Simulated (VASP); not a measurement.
Cu: single point with PBE

The system is Cu.

```
Cu
1.0
     3.92741    2.26749    1.39930
    -3.92741    2.26749    1.39930
     0.00000   -4.53498    1.39930
Cu
6
Direct
  0.43513 0.25000 0.06487
  0.06487 0.43513 0.25000
  0.25000 0.06487 0.43513
  0.56487 0.75000 0.93513
  0.93513 0.56487 0.75000
  0.75000 0.93513 0.56487
```

```yaml
Program: VASP 6.6.1
Task: single point
Functional: PBE
Potentials_or_basis: VASP PAW PBE potentials, release 64 (Cu)
Cutoff: 520 eV
k_mesh: 12 × 12 × 12
Occupations: gaussian, width 0.1 eV
Spin: no spin polarisation
Dipole_correction: no
Further_INCAR_settings: ALGO = Fast; EDIFF = 1e-06; NBANDS = 42
```

| Property | Result |
| --- | --- |
| Pressure | 0.0 GPa |
| Band gap on the k mesh | zero (band 33 reaches 8.94 eV, above the bottom of band 34 at 5.58 eV) |

Forces in eV/Å, atoms in the order of the input:
```
Cu   0.001  0.003  0.000
Cu  -0.003  0.000  0.000
Cu   0.001 -0.003  0.000
Cu  -0.001 -0.003  0.000
Cu   0.003  0.000  0.000
Cu  -0.001  0.003  0.000
```

Stress tensor (GPa, compression positive):
```
-0.01  0.00  0.00
 0.00 -0.01  0.00
 0.00  0.00  0.08
```

Levels at points of the mesh, in eV from the Fermi level:
| k point | band 31 | band 32 | band 33 | band 34 | band 35 | band 36 |
| --- | --- | --- | --- | --- | --- | --- |
| (0.00, 0.00, 0.00) | -1.41 | 1.49 | 2.04 | 2.04 | 3.70 | 4.01 |
| (0.50, 0.00, 0.00) | -1.54 | -1.54 | 0.00 | 0.00 | 2.30 | 2.30 |
| (0.50, 0.50, 0.00) | -1.47 | -1.44 | 0.22 | 1.19 | 1.23 | 3.71 |
| (0.50, 0.50, 0.50) | -0.83 | -0.83 | -0.75 | -0.75 | -0.75 | -0.75 |

Run time: 5.9 min on 1 thread of AMD EPYC 9R45 96-Core Processor (Zen 5), on a shared host, peak memory 0.47 GiB.
